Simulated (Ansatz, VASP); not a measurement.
In3O2: VASP beside Ansatz

INCAR

```
ALGO = Normal ; EDIFF = 1E-6
EDIFFG = -0.04 ; ENCUT = 600
GGA = PE ; IBRION = 2
ISIF = 3 ; ISMEAR = 0
LASPH = True ; LCHARG = False
LREAL = False ; LWAVE = False
NELM = 80 ; NSW = 90
PREC = Accurate ; SIGMA = 0.1
```

Contents of KPOINTS:

```
k-points
0
Gamma
  6 6 4
```

POSCAR

```
In3O2
1.0
    3.9933582384      0.0000000000      0.0000000000
   -1.9966791192      3.4583496808      0.0000000000
    0.0000000000      0.0000000000      6.2130167516
In O
3 2
Direct
    0.0000000000      0.0000000000      0.0000000000
    0.3333333333      0.6666666667      0.6450000000
    0.6666666667      0.3333333333      0.3550000000
    0.3333333333      0.6666666667      0.2450000000
    0.6666666667      0.3333333333      0.7550000000
```

Input for Ansatz:

```yaml
crystal:
  lattice:
    - [3.9933582384, 0.0, 0.0]
    - [-1.9966791192, 3.4583496808, 0.0]
    - [0.0, 0.0, 6.2130167516]
  atoms:
    - { symbol: In, position: [0.0, 0.0, 0.0] }
    - { symbol: In, position: [0.3333333333, 0.6666666667, 0.645] }
    - { symbol: In, position: [0.6666666667, 0.3333333333, 0.355] }
    - { symbol: O, position: [0.3333333333, 0.6666666667, 0.245] }
    - { symbol: O, position: [0.6666666667, 0.3333333333, 0.755] }
basis:
  ecutwfc: 420
kpoints:
  mp_grid: { grid: [6, 6, 4] }
hamiltonian:
  xc: pbe
scf:
  occupations: { method: gaussian, width: 0.1 }
  lower_state_search: "off"
output:
  forces: true
  stress: true
  eigenvalues: true
relax:
  adjacent_minimum: "off"
  f_tol: 0.04
  max_steps: 70
  cell: { stress_tol: 0.4 }
```

Alike in both runs: task relaxation of cell and atoms; functional PBE; k mesh 6 × 6 × 4; occupations gaussian, width 0.1 eV; no spin polarisation.

|  | VASP | Ansatz |
| --- | --- | --- |
| version | VASP 6.6.1 | Ansatz 0.2.0 |
| potentials or method | VASP PAW PBE potentials, release 64 (In_d, O), cutoff 600 eV | scalar-relativistic, plane waves, PAW |
| valence electrons in the cell | 51 | 51 |

VASP gave:

- gap on the k mesh at the Fermi level, each at its own relaxed structure (eV): none
- relaxed volume (Å³/atom): 18.62
- relaxed length of the cell vector where the two differ most in proportion (Å): 7.807

Question: Which values does Ansatz return?

Answer: gap on the k mesh at the Fermi level, each at its own relaxed structure (eV): none; relaxed volume (Å³/atom): 18.75; relaxed length of the cell vector where the two differ most in proportion (Å): 7.931.

A gap of «none» marks a metal or a gap that the smearing closes.
